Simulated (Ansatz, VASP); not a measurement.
**One calculation of Mo4W, two programs**

```xyz
5
Lattice="-3.5397 3.5397 1.5824 3.5397 -3.5397 1.5824 3.5397 3.5397 -1.5824" Properties=species:S:1:pos:R:3 pbc="T T T"
Mo    1.4154    2.8304    0.0000
Mo   -0.7093    2.1243    1.5824
Mo    4.2490    1.4154    0.0000
Mo    2.1243    0.7093    1.5824
W     0.0000    0.0000    0.0000
```

Alike in both runs: functional PBE; k mesh 14 × 14 × 14; occupations gaussian, width 0.1 eV; no spin polarisation.

Ansatz relaxed the structure, and its values are those at the end. VASP's run is a single point on that final structure, the one shown.

|  | VASP | Ansatz |
| --- | --- | --- |
| version | VASP 6.6.1 | Ansatz 0.2.0 |
| potentials or method | VASP PAW PBE potentials, release 64 (Mo_sv, W_sv), cutoff 520 eV | scalar-relativistic, plane waves, PAW |
| valence electrons in the cell | 70 | 70 |

|  | VASP | Ansatz | Ansatz less VASP |
| --- | --- | --- | --- |
| gap on the k mesh at the Fermi level (eV) | none | none | - |
| pressure (GPa) | 0.5 | 0.0 | -0.51 |
| rms of the force components (eV/Å) | 0.004 | 0.001 | -0.0023 |

A gap of «none» marks a metal or a gap that the smearing closes.

Neither program's run includes spin-orbit coupling.
